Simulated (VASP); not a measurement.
Al2GaAs3, 6 atoms in the cell. Symmetry: I-4m2, No. 119, tetragonal system. The conventional cell has a = 3.854 Å, b = 3.854 Å, c = 16.350 Å, α = 90.00°, β = 90.00°, γ = 90.00°. Within 3.1 Å of Al (site symmetry 2mm) lie 4 As at 2.36 Å. Within 3.1 Å of Ga (site symmetry -4m2) lie 4 As at 2.36 Å. Within 3.1 Å of As (site symmetry 2mm) lie 2 Ga at 2.36 Å and 2 Al at 2.36 Å. Within 3.1 Å of As (site symmetry -4m2) lie 4 Al at 2.36 Å. 

- Program: VASP 6.6.1
- Task: single point
- Functional: PBE
- Potentials or basis: VASP PAW PBE potentials, release 64 (Al, Ga_d, As)
- Cutoff: 520 eV
- k mesh: 6 × 6 × 6
- Occupations: gaussian, width 0.1 eV
- Spin: no spin polarisation
- Dipole correction: no
- Further INCAR settings: ALGO = Normal; EDIFF = 1e-06; NBANDS = 26

Potentials or basis: VASP PAW PBE potentials, release 64 (Al, Ga_d, As).

Launch:

```bash
$ cat potpaw_PBE.64/Al/POTCAR potpaw_PBE.64/Ga_d/POTCAR potpaw_PBE.64/As/POTCAR > POTCAR
$ mpirun -np 1 vasp_std > vasp.out
```

Hardware: 1 thread of Intel Xeon 8259CL, with other jobs on the host.

Task: Estimate the wall time of this run.

Result: It took 11 min on 1 thread of Intel Xeon 8259CL (shared host), peak memory 0.62 GiB. Counts: scf iterations 14, k points 30.
